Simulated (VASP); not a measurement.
NaB:

```
CELL_PARAMETERS angstrom
0.00000 2.68798 2.68798
2.68798 0.00000 2.68798
2.68798 2.68798 0.00000
ATOMIC_POSITIONS crystal
Na 0.00000 0.00000 0.00000
B 0.50000 0.50000 0.50000
```

Base run:

| Quantity | Value |
| --- | --- |
| Program | VASP 6.6.1 |
| Functional | PBE |
| Potentials or basis | VASP PAW PBE potentials, release 64 (Na_pv, B) |
| Cutoff | 520 eV |
| k mesh | 7 × 7 × 7 |
| Occupations | fermi-dirac, width 0.1 eV |
| Spin | no spin polarisation |

Its results: band gap on the k mesh zero (band 5 reaches 3.10 eV, above the bottom of band 6 at 0.22 eV); pressure 0.1 GPa.

Question: The run is repeated on the same cell with these changes: functional from PBE to r2SCAN; k mesh from 7 × 7 × 7 to 10 × 10 × 10. What comes out?

Answer: Band gap on the k mesh zero (band 5 reaches 3.29 eV, above the bottom of band 6 at 0.14 eV); pressure -0.4 GPa.

Several settings changed at once, so the effect can't be laid on one alone.

Caveats: the PAW data sets were made with another functional, which shifts forces and pressure a little (some runs).
